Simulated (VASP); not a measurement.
A run of VASP 6.6.1:

The input INCAR:

```
SYSTEM = ZrC
  PREC = Accurate
  ENCUT = 520
  EDIFF = 1E-7
  ISMEAR = 1
  SIGMA = 0.15
  LREAL = .FALSE.
  LASPH = .TRUE.
  NELM = 100
  ALGO = Normal
  ISIF = 2
  LWAVE = .FALSE.
  LCHARG = .FALSE.
  GGA = PS
  NBANDS = 24
```

KPOINTS

```
Automatic mesh
0
G
  8 8 5
  0 0 0
```

POSCAR

```
ZrC
1.0
    3.3914760000      0.0000000000      0.0000000000
   -1.6957380000      2.9371050000      0.0000000000
    0.0000000000      0.0000000000      5.2900530000
Zr C
2 2
Direct
    0.3333333333      0.6666666667      0.2500000000
    0.6666666667      0.3333333333      0.7500000000
    0.0000000000      0.0000000000      0.0000000000
    0.0000000000      0.0000000000      0.5000000000
```

Potentials or basis: VASP PAW PBE potentials, release 64 (Zr_sv, C).

Launch:

```sh
$ cat potpaw_PBE.64/Zr_sv/POTCAR potpaw_PBE.64/C/POTCAR > POTCAR
$ mpirun -np 1 vasp_std > vasp.out
```

Hardware: 1 thread of AMD EPYC 7571, with other jobs on the host.

Problem. Estimate the wall time of this run.

Solution. Run time: 2.3 min on 1 thread of AMD EPYC 7571, with other jobs on the host, peak memory 0.15 GiB. Counts: scf iterations 15, k points 30.
